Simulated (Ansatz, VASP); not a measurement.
# Two plane-wave programs on MgO

```
Mg O
1.0
     0.00000    2.08035    2.08035
     2.08035    0.00000    2.08035
     2.08035    2.08035    0.00000
Mg O
1 1
Direct
  0.00000 0.00000 0.00000
  0.50000 0.50000 0.50000
```

Alike in both runs: functional LDA; k mesh 10 × 10 × 10; occupations gaussian, width 0.02 eV; no spin polarisation.

Ansatz relaxed the structure, and its values are those at the end. VASP's run is a single point on that final structure, the one shown.

```csv
,VASP,Ansatz
version,VASP 6.6.1,Ansatz 0.2.0
potentials or method,"VASP PAW LDA potentials, release 64 (Mg, O), cutoff 520 eV","scalar-relativistic, plane waves, PAW"
valence electrons in the cell,8,16
```

|  | VASP | Ansatz | Ansatz less VASP |
| --- | --- | --- | --- |
| gap on the k mesh at the Fermi level (eV) | 5.02 | 5.03 | +0.005 |
| least direct gap on the mesh (eV) | 5.02 | 5.03 | +0.005 |
| pressure (GPa) | -1.9 | 0.0 | +1.86 |

Ansatz warns that its potentials were made for another functional, while VASP's fit it. LDA's correlation is that of Perdew and Zunger in VASP and of Perdew and Wang (1992) in Ansatz. VASP's potentials hold 8 valence electrons a cell and Ansatz's 16, so a difference there can come from the potentials and not from the codes.
